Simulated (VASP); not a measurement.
# Sn3TeO2 (P6/mmm) in VASP: a series of runs

The runs below take Sn3TeO2 through single point, relaxation of cell and atoms, with PBE.

Program: VASP 6.6.1. These are calculated values, not measurements. Logs are shortened: lines on timing, memory, paths and dates and some standing lists are left out, and cuts for length are marked.

### 1 The cell of the first run

It takes space group P6/mmm (No. 191, hexagonal). The conventional cell has a = 6.616 Å, b = 6.616 Å, c = 3.383 Å, α = 90.00°, β = 90.00°, γ = 120.00°. Within 3.4 Å of Sn (site symmetry mmm) lie 4 O at 2.55 Å and 6 Sn at 3.31 to 3.38 Å. Within 4.4 Å of Te (site symmetry 6/mmm) lie 2 Te at 3.38 Å and 12 Sn at 3.72 Å and 6 O at 3.82 Å. O (site symmetry -6m2) has 6 Sn at 2.55 Å and 2 O at 3.38 Å within 3.4 Å.

The cell was generated, and may not be a known phase.

### 2 Single point, PBE

INCAR

```
PREC = Accurate
ENCUT = 520
EDIFF = 1E-6
ISMEAR = 0
SIGMA = 0.1
LREAL = False
LASPH = True
NELM = 80
ALGO = Normal
ISIF = 2
LWAVE = False
LCHARG = True
GGA = PE
LELF = True
LVHAR = True
NBANDS = 39
```

KPOINTS

```
regular mesh
0
Gamma
  3 3 6
```

POSCAR

```
Sn3TeO2
1.0
    6.6161925484      0.0000000000      0.0000000000
   -3.3080962742      5.7297908232      0.0000000000
    0.0000000000      0.0000000000      3.3829954328
Sn Te O
3 1 2
Direct
    0.5000000000      0.5000000000      0.5000000000
    0.5000000000      0.0000000000      0.5000000000
    0.0000000000      0.5000000000      0.5000000000
    0.0000000000      0.0000000000      0.0000000000
    0.6666666667      0.3333333333      0.0000000000
    0.3333333333      0.6666666667      0.0000000000
```

Potentials or basis: VASP PAW PBE potentials, release 64 (Sn_d, Te, O).

On the command line:

```console
$ cat potpaw_PBE.64/Sn_d/POTCAR potpaw_PBE.64/Te/POTCAR potpaw_PBE.64/O/POTCAR > POTCAR
$ mpirun -np 1 vasp_std > vasp.out
```

OUTCAR:

```text
PREC = Accurate
   ENCUT = 520
   EDIFF = 1E-6
   ISMEAR = 0
   LREAL = False
   LASPH = True
   NELM = 80
   ISIF = 2
   GGA = PE

 ion  position               nearest neighbor table
   1  0.500  0.500  0.500-   5 2.55   6 2.55   5 2.55   6 2.55   2 3.31   2 3.31   3 3.31   3 3.31
                             4 3.72   4 3.72   4 3.72   4 3.72
   2  0.500  0.000  0.500-   5 2.55   6 2.55   5 2.55   6 2.55   1 3.31   3 3.31   1 3.31   3 3.31
                             4 3.72   4 3.72   4 3.72   4 3.72
   3  0.000  0.500  0.500-   5 2.55   6 2.55   5 2.55   6 2.55   2 3.31   2 3.31   1 3.31   1 3.31
                             4 3.72   4 3.72   4 3.72   4 3.72
   4  0.000  0.000  0.000-   1 3.72   3 3.72   1 3.72   3 3.72   3 3.72   3 3.72   1 3.72   1 3.72
                             2 3.72   2 3.72   2 3.72   2 3.72
   5  0.667  0.333  0.000-   2 2.55   2 2.55   3 2.55   3 2.55   1 2.55   1 2.55
   6  0.333  0.667  0.000-   2 2.55   2 2.55   3 2.55   3 2.55   1 2.55   1 2.55

  LATTYP: Found a hexagonal cell.
 ALAT       =     6.6161925484
 C/A-ratio  =     0.5113205833

  Lattice vectors:

 A1 = (   6.6161925484,   0.0000000000,   0.0000000000)
 A2 = (  -3.3080962742,   5.7297908232,   0.0000000000)
 A3 = (   0.0000000000,   0.0000000000,   3.3829954328)

Analysis of symmetry for initial positions (statically):
=====================================================================
 Subroutine PRICEL returns:
 Original cell was already a primitive cell.

 Routine SETGRP: Setting up the symmetry group for a
 hexagonal supercell.

 Subroutine GETGRP returns: Found 24 space group operations
 (whereof 24 operations were pure point group operations)
 out of a pool of 24 trial point group operations.

The static configuration has the point symmetry D_6h.

Analysis of symmetry for dynamics (positions and initial velocities):
=====================================================================
 Subroutine PRICEL returns:
 Original cell was already a primitive cell.

 Routine SETGRP: Setting up the symmetry group for a
 hexagonal supercell.

 Subroutine GETGRP returns: Found 24 space group operations
 (whereof 24 operations were pure point group operations)
 out of a pool of 24 trial point group operations.

The dynamic configuration has the point symmetry D_6h.

 Subroutine INISYM returns: Found 24 space group operations
 (whereof 24 operations are pure point group operations),
 and found     1 'primitive' translations

----------------------------------------------------------------------------------------

                                     Primitive cell

  volume of cell :     128.2473

  direct lattice vectors                    reciprocal lattice vectors
     6.616192548  0.000000000  0.000000000     0.151144332  0.087263220  0.000000000
    -3.308096274  5.729790823  0.000000000     0.000000000  0.174526441  0.000000000
     0.000000000  0.000000000  3.382995433     0.000000000  0.000000000  0.295596024

  length of vectors
     6.616192548  6.616192548  3.382995433     0.174526441  0.174526441  0.295596024

  position of ions in fractional coordinates (direct lattice)
     0.500000000  0.500000000  0.500000000
     0.500000000  0.000000000  0.500000000
     0.000000000  0.500000000  0.500000000
     0.000000000  0.000000000  0.000000000
     0.666666667  0.333333333  0.000000000
     0.333333333  0.666666667  0.000000000

  ion indices of the primitive-cell ions
   primitive index   ion index
                 1           1
                 2           2
                 3           3
                 4           4
                 5           5
                 6           6

----------------------------------------------------------------------------------------

 KPOINTS: regular mesh

Automatic generation of k-mesh.
 Grid dimensions read from file:
 generate k-points for:    3    3    6

 Generating k-lattice:

  Cartesian coordinates                     Fractional coordinates (reciprocal lattice)
[... 46 lines left out ...]
 maximum number of plane-waves:      3486
 NGX is ok and might be reduce to    50
   NGX = 25   NGY = 25   NGZ = 13

 number of electron      60.0000012 magnetization

 Free energy of the ion-electron system (eV)
  ---------------------------------------------------
  ext. energy  EPLUGINS =         0.00000000
  ---------------------------------------------------
  free energy    TOTEN  =       -27.24985910 eV

  energy without entropy =      -27.24191975  energy(sigma->0) =      -27.24588943

 E-fermi :   7.2696     XC(G=0): -10.2584

 val. band max:        7.2486438766   @ k =   0.3333  -0.0000   0.5000
 cond. band min:       7.5769375100   @ k =   0.3333   0.3333   0.3333
 fundamental gap:      0.3282936333
 Fermi energy:         7.2695949514

 k-point     1 :       0.0000    0.0000    0.0000
  band No.  band energies     occupation
      1     -14.7077      2.00000
      2     -14.6725      2.00000
      3     -14.6682      2.00000
      4     -14.6682      2.00000
      5     -14.5867      2.00000
      6     -14.5867      2.00000
[... 31 lines left out ...]
     38      13.7963      0.00000
     39      13.8496      0.00000

 k-point     2 :       0.3333   -0.0000    0.0000
  band No.  band energies     occupation
      1     -14.6810      2.00000
      2     -14.6551      2.00000
      3     -14.6497      2.00000
      4     -14.6344      2.00000
      5     -14.6039      2.00000
      6     -14.5813      2.00000
[... 31 lines left out ...]
     38      13.5911      0.00000
     39      13.9071      0.00000

 k-point     3 :       0.3333    0.3333    0.0000
  band No.  band energies     occupation
      1     -14.6514      2.00000
      2     -14.6514      2.00000
      3     -14.6272      2.00000
      4     -14.6149      2.00000
      5     -14.6108      2.00000
      6     -14.6108      2.00000
[... 328 lines left out ...]
 k-point    11 :       0.3333   -0.0000    0.5000
  band No.  band energies     occupation
      1     -14.7153      2.00000
      2     -14.6408      2.00000
      3     -14.6108      2.00000
      4     -14.5983      2.00000
      5     -14.5980      2.00000
      6     -14.5843      2.00000
[... 31 lines left out ...]
     38      12.1269      0.00000
     39      13.1803      0.00000

 k-point    12 :       0.3333    0.3333    0.5000
  band No.  band energies     occupation
      1     -14.6505      2.00000
      2     -14.6505      2.00000
      3     -14.6205      2.00000
      4     -14.5876      2.00000
      5     -14.5840      2.00000
      6     -14.5840      2.00000
[... 31 lines left out ...]
     38      11.5276      0.00000
     39      11.5276      0.00000

------------------------ aborting loop because EDIFF is reached ----------------------------------------

  FORCE on cell =-STRESS in cart. coord.  units (eV):
  Direction    XX          YY          ZZ          XY          YZ          ZX
  --------------------------------------------------------------------------------------
  -------------------------------------------------------------------------------------
  Total       -0.0674774     -0.0674774     -0.0152931      0.0000000      0.0000000      0.0000000
  in kB       -0.8429871     -0.8429871     -0.1910551      0.0000000      0.0000000      0.0000000
  external PRESSURE =      -0.6256764 kB  Pullay stress =       0.0000000 kB

 VOLUME and BASIS-vectors are now :
 -----------------------------------------------------------------------------
  energy-cutoff  :      520.00
  volume of cell :      128.25
      direct lattice vectors                 reciprocal lattice vectors
     6.616192548  0.000000000  0.000000000     0.151144332  0.087263220  0.000000000
    -3.308096274  5.729790823  0.000000000     0.000000000  0.174526441  0.000000000
     0.000000000  0.000000000  3.382995433     0.000000000  0.000000000  0.295596024

 POSITION                                       TOTAL-FORCE (eV/Angst)
 -----------------------------------------------------------------------------------
      1.65405      2.86490      1.69150        -0.000000      0.000000     -0.000000
      3.30810      0.00000      1.69150         0.000000      0.000000     -0.000000
     -1.65405      2.86490      1.69150        -0.000000      0.000000     -0.000000
      0.00000      0.00000      0.00000        -0.000000      0.000000     -0.000000
      3.30810      1.90993      0.00000         0.000000      0.000000      0.000000
     -0.00000      3.81986      0.00000        -0.000000     -0.000000     -0.000000
 -----------------------------------------------------------------------------------
    total drift:                               -0.000000     -0.000000      0.000000

  FREE ENERGIE OF THE ION-ELECTRON SYSTEM (eV)
  ---------------------------------------------------
  free  energy   TOTEN  =       -27.2498591004 eV

  energy  without entropy=      -27.2419197514  energy(sigma->0) =      -27.24588943
```

It took 74 s on 1 thread of Oxide Virtual Turin-like, shared host; peak memory 0.24 GiB.

What came out:

* Free energy: -27.2499 eV
* Pressure: -0.1 GPa
* Band gap on the k mesh: zero (bands 30 and 31 overlap by 1.89 eV)

Caveat: the k points lie up to 0.37 Å⁻¹ apart, too coarse for converged energies and pressures of a metal; spin-orbit coupling is left out, which moves the levels of the heavy elements.

### 3 Relaxation of cell and atoms, PBE

This run uses another cell than the first one, of 23.68 Å³/atom.

INCAR

```
  PREC = Accurate
  ENCUT = 600
  EDIFF = 1E-7
  ISMEAR = 0
  SIGMA = 0.1
  LREAL = F
  LASPH = T
  NELM = 60
  ALGO = Normal
  ISIF = 3
  LWAVE = F
  LCHARG = F
  GGA = PE
  IBRION = 2
  NSW = 90
  EDIFFG = -0.04
```

KPOINTS

```
regular mesh
0
Gamma
  3 3 4
```

POSCAR

```
Sn3TeO2
1.0
    6.3124777000      0.0000000000      0.0000000000
   -3.1562388500      5.4667660500      0.0000000000
    0.0000000000      0.0000000000      4.1172892100
Sn Te O
3 1 2
Direct
    0.5000000000      0.5000000000      0.5000000000
    0.5000000000      0.0000000000      0.5000000000
    0.0000000000      0.5000000000      0.5000000000
    0.0000000000      0.0000000000      0.0000000000
    0.6666666700      0.3333333300      0.0000000000
    0.3333333300      0.6666666700      0.0000000000
```

Potentials or basis: VASP PAW PBE potentials, release 64 (Sn_d, Te, O).

On the command line:

```console
$ cat potpaw_PBE.64/Sn_d/POTCAR potpaw_PBE.64/Te/POTCAR potpaw_PBE.64/O/POTCAR > POTCAR
$ mpirun -np 1 vasp_std > vasp.out
```

It took 8.4 min on 1 thread of Oxide Virtual Turin-like, shared host; peak memory 0.3 GiB.

Results (log left out):

* Free energy: -27.4115 eV
* Relaxed volume: 21.36 Å³/atom
* Relaxed cell: a = 6.677 Å, b = 6.677 Å, c = 3.319 Å, α = 90.00°, β = 90.00°, γ = 120.00°
* Space group after relaxing (to 0.1 Å): P6/mmm (No. 191)
* Energy gained by relaxing: 345.5 meV/atom
* Ionic steps: 8
* Pressure after relaxing: -0.1 GPa
* Band gap on the k mesh: zero (bands 30 and 31 overlap by 1.85 eV)

Stress tensor (GPa, compression positive):
```
-0.17  0.00  0.00
 0.00 -0.17  0.00
 0.00  0.00 -0.01
```

The path:
```
step  energy change (eV)  largest force (eV/Å)  pressure (GPa)  volume (Å³)
   1              0.0000                0.0000           -7.14       142.08
   2             -1.7331                0.0000            3.17       120.52
   3             -1.7466                0.0000            4.36       119.08
   4             -2.0405                0.0000            0.73       125.87
   5             -2.0703                0.0000           -0.54       128.80
   6             -2.0703                0.0000           -0.62       128.99
   7             -2.0727                0.0000            0.06       127.86
   8             -2.0730                0.0000           -0.12       128.16
```

Final structure:
```
Sn Te O
1.0
     6.67727    0.00000    0.00000
    -3.33864    5.78269    0.00000
     0.00000    0.00000    3.31906
Sn Te O
3 1 2
Direct
  0.50000 0.50000 0.50000
  0.50000 0.00000 0.50000
  0.00000 0.50000 0.50000
  0.00000 0.00000 0.00000
  0.66667 0.33333 0.00000
  0.33333 0.66667 0.00000
```

Levels at points of the mesh, in eV from the Fermi level:
| k point | band 28 | band 29 | band 30 | band 31 | band 32 | band 33 |
| --- | --- | --- | --- | --- | --- | --- |
| (0.00, 0.00, 0.00) | -0.76 | -0.68 | -0.68 | 1.85 | 2.65 | 2.65 |
| (0.00, 0.00, 0.50) | -1.20 | -1.20 | -1.19 | -1.19 | -0.80 | -0.42 |

Caveat: the k points lie up to 0.47 Å⁻¹ apart in the final cell, too coarse for converged energies and pressures of a metal; a cell axis changed by over 15 % at a fixed basis, so the end point is rough; spin-orbit coupling is left out, which moves the levels of the heavy elements.

### 4 Single point, PBE

This run uses another cell than the first one, of 21.32 Å³/atom.

INCAR

```
SYSTEM = Sn3TeO2
PREC = Accurate
ENCUT = 520
EDIFF = 1E-6
ISMEAR = 0
SIGMA = 0.1
LREAL = .False.
LASPH = .True.
NELM = 100
ALGO = Fast
ISIF = 2
LWAVE = .False.
LCHARG = .False.
GGA = PE
NBANDS = 39
```

KPOINTS

```
Automatic mesh
0
Gamma
  6 6 12
  0 0 0
```

POSCAR

```
Sn3TeO2
1.0
    6.6349203678      0.0000000000      0.0000000000
   -3.3174601839      5.7460095906      0.0000000000
    0.0000000000      0.0000000000      3.3555838322
Sn Te O
3 1 2
Direct
    0.5000000000      0.5000000000      0.5000000000
    0.5000000000      0.0000000000      0.5000000000
    0.0000000000      0.5000000000      0.5000000000
    0.0000000000      0.0000000000      0.0000000000
    0.6666666667      0.3333333333      0.0000000000
    0.3333333333      0.6666666667      0.0000000000
```

On the command line:

```console
$ cat potpaw_PBE.64/Sn_d/POTCAR potpaw_PBE.64/Te/POTCAR potpaw_PBE.64/O/POTCAR > POTCAR
$ mpirun -np 1 vasp_std > vasp.out
```

Run time: 5.2 min. Hardware: 1 thread of Oxide Virtual Turin-like, shared host; peak memory 0.35 GiB.

It converged, with:

```yaml
Free_energy: -27.2611 eV
Pressure: 0.0 GPa
Band_gap_on_the_k_mesh: zero (bands 30 and 31 overlap by 2.12 eV)
```

Levels at points of the mesh, in eV from the Fermi level:
| k point | band 26 | band 27 | band 28 | band 29 | band 30 | band 31 | band 32 | band 33 | band 34 | band 35 |
| --- | --- | --- | --- | --- | --- | --- | --- | --- | --- | --- |
| (0.00, 0.00, 0.00) | -2.84 | -2.84 | -0.93 | -0.72 | -0.72 | 1.63 | 2.67 | 2.67 | 3.30 | 5.86 |
| (0.50, 0.00, 0.00) | -3.26 | -3.09 | -1.47 | -0.80 | -0.19 | 0.82 | 1.66 | 2.08 | 2.78 | 3.67 |
| (0.00, 0.00, 0.50) | -3.48 | -3.48 | -1.29 | -1.29 | -1.21 | -1.21 | -0.72 | -0.46 | 2.48 | 2.48 |
| (0.50, 0.00, 0.50) | -3.23 | -2.50 | -1.97 | -1.81 | -1.16 | 1.05 | 1.15 | 1.23 | 1.40 | 1.95 |

Caveat: spin-orbit coupling is left out, which moves the levels of the heavy elements.

### 5 Relaxation of cell and atoms, PBE

This run uses another cell than the first one, of 21.28 Å³/atom.

INCAR

```
SYSTEM = Sn3TeO2
PREC = Accurate ; ENCUT = 600
EDIFF = 1E-6 ; ISMEAR = 0
SIGMA = 0.1 ; LREAL = .False.
LASPH = .True. ; NELM = 100
ALGO = Normal ; ISIF = 3
LWAVE = .False. ; LCHARG = .False.
GGA = PE ; IBRION = 2
NSW = 90 ; EDIFFG = -0.04
```

KPOINTS

```
Automatic mesh
0
Gamma
  3 3 6
  0 0 0
```

Edit POSCAR of step 4 so:

```diff
@@ -2,5 +2,5 @@
 1.0
-    6.6349203678      0.0000000000      0.0000000000
-   -3.3174601839      5.7460095906      0.0000000000
-    0.0000000000      0.0000000000      3.3555838322
+    6.6546711343      0.0000000000      0.0000000000
+   -3.3273355672      5.7631142562      0.0000000000
+    0.0000000000      0.0000000000      3.3291903848
 Sn Te O
```

On the command line:

```console
$ cat potpaw_PBE.64/Sn_d/POTCAR potpaw_PBE.64/Te/POTCAR potpaw_PBE.64/O/POTCAR > POTCAR
$ mpirun -np 1 vasp_std > vasp.out
```

Run time: 3.9 min. Hardware: 1 thread of Oxide Virtual Turin-like, shared host; peak memory 0.29 GiB.

The run converged. Its results:

* Free energy: -27.2524 eV
* Relaxed volume: 21.39 Å³/atom
* Relaxed cell: a = 6.619 Å, b = 6.619 Å, c = 3.382 Å, α = 90.00°, β = 90.00°, γ = 120.00°
* Space group after relaxing (to 0.1 Å): P6/mmm (No. 191)
* Energy gained by relaxing: 2.2 meV/atom
* Ionic steps: 4
* Pressure after relaxing: -0.1 GPa
* Band gap on the k mesh: zero (bands 30 and 31 overlap by 1.88 eV)

Stress tensor (GPa, compression positive):
```
-0.12  0.00  0.00
 0.00 -0.12  0.00
 0.00  0.00 -0.02
```

Step by step:
| step | energy change (eV) | largest force (eV/Å) | pressure (GPa) | volume (Å³) |
| --- | --- | --- | --- | --- |
| 1 | 0.0000 | 0.0000 | 0.55 | 127.68 |
| 2 | -0.0106 | 0.0000 | -0.36 | 129.04 |
| 3 | -0.0107 | 0.0000 | -0.45 | 129.18 |
| 4 | -0.0133 | 0.0000 | -0.09 | 128.33 |

Final structure:
```
Sn Te O
1.0
     6.61904    0.00000    0.00000
    -3.30952    5.73225    0.00000
     0.00000    0.00000    3.38220
Sn Te O
3 1 2
Direct
  0.50000 0.50000 0.50000
  0.50000 0.00000 0.50000
  0.00000 0.50000 0.50000
  0.00000 0.00000 0.00000
  0.66667 0.33333 0.00000
  0.33333 0.66667 0.00000
```

Levels at points of the mesh, in eV from the Fermi level:
```
           k point  band 26  band 27  band 28  band 29  band 30  band 31  band 32  band 33  band 34  band 35
(0.00, 0.00, 0.00)    -2.69    -2.69    -0.95    -0.64    -0.64     1.66     2.76     2.76     3.44     5.79
(0.00, 0.00, 0.50)    -3.39    -3.39    -1.25    -1.25    -1.10    -1.10    -0.59    -0.38     2.62     2.62
```

Caveat: the k points lie up to 0.37 Å⁻¹ apart in the final cell, too coarse for converged energies and pressures of a metal; spin-orbit coupling is left out, which moves the levels of the heavy elements.

### 6 Summary

| task | cell | k mesh | cutoff (eV) | gap on the mesh (eV) | pressure (GPa) | relaxed volume (Å³/atom) |
| --- | --- | --- | --- | --- | --- | --- |
| single point | a = 6.616, b = 6.616, c = 3.383 Å, angles 90.0, 90.0, 120.0°, 6 atoms | 3 × 3 × 6 | 520 | none | -0.1 | - |
| relaxation of cell and atoms | relaxed from a = 6.312, b = 6.312, c = 4.117 Å, angles 90.0, 90.0, 120.0°, 6 atoms | 3 × 3 × 4 | 600 | none | -0.1 | 21.36 |
| single point | a = 6.635, b = 6.635, c = 3.356 Å, angles 90.0, 90.0, 120.0°, 6 atoms | 6 × 6 × 12 | 520 | none | 0.0 | - |
| relaxation of cell and atoms | relaxed from a = 6.655, b = 6.655, c = 3.329 Å, angles 90.0, 90.0, 120.0°, 6 atoms | 3 × 3 × 6 | 600 | none | -0.1 | 21.39 |

Alike in all rows: level PBE; potentials or basis VASP PAW PBE potentials, release 64 (Sn_d, Te, O); no spin polarisation; smearing gaussian 0.1 eV.

Caveats: some runs use coarse meshes; spin-orbit coupling is left out, which moves the levels of the heavy elements; a cell axis changed by over 15 % at a fixed basis, so the end point is rough (at least some runs).

Total energies depend on the potentials used, so only differences within one code and one set of settings carry meaning.

The gap in the log of VASP goes by the Fermi energy; the results here count the filled bands.